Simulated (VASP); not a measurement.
Wanted: the native input for a VASP 6.6.1 run.

| Item | Value |
| --- | --- |
| Task | single point |
| Functional | LDA |
| Potentials or basis | VASP PAW LDA potentials, release 64 (Pb_d, S) |
| Cutoff | 500 eV |
| k mesh | 6 × 6 × 6 |
| Occupations | gaussian, width 0.01 eV |
| Spin | no spin polarisation |
| Dipole correction | no |
| Further INCAR settings | ALGO = Normal; EDIFF = 1e-06; NBANDS = 17 |

The structure of PbS lies in POSCAR:

```
PbS
1.0
    2.1126620000      1.2197460000      3.4519160000
   -2.1126620000      1.2197460000      3.4519160000
    0.0000000000     -2.4394920000      3.4519160000
Pb S
1 1
Direct
    0.9805660000      0.9805660000      0.9805660000
    0.4750360000      0.4750360000      0.4750360000
```

These files were run (other wordings do the same):

INCAR

```
PREC = Accurate
ENCUT = 500
EDIFF = 1E-6
ISMEAR = 0
SIGMA = 0.01
LREAL = False
LASPH = True
NELM = 120
ALGO = Normal
ISIF = 2
LWAVE = False
LCHARG = False
NBANDS = 17
GGA_COMPAT = False
```

KPOINTS

```
Automatic mesh
0
Gamma
  6 6 6
```

Potentials or basis: VASP PAW LDA potentials, release 64 (Pb_d, S).

Launch:

```console
$ cat potpaw_LDA.64/Pb_d/POTCAR potpaw_LDA.64/S/POTCAR > POTCAR
$ mpirun -np 1 vasp_std > vasp.out
```

Results of the run:

| Item | Value |
| --- | --- |
| Pressure | -3.7 GPa |
| Largest force | 0.014 eV/Å |
| Band gap on the k mesh | 0.31 eV |

Caveat: the cell stands under tension; spin-orbit coupling is left out, which moves the levels of the heavy elements.

Run time: 40 s on 1 thread of AMD EPYC 7R13, on a shared host, peak memory 0.14 GiB.
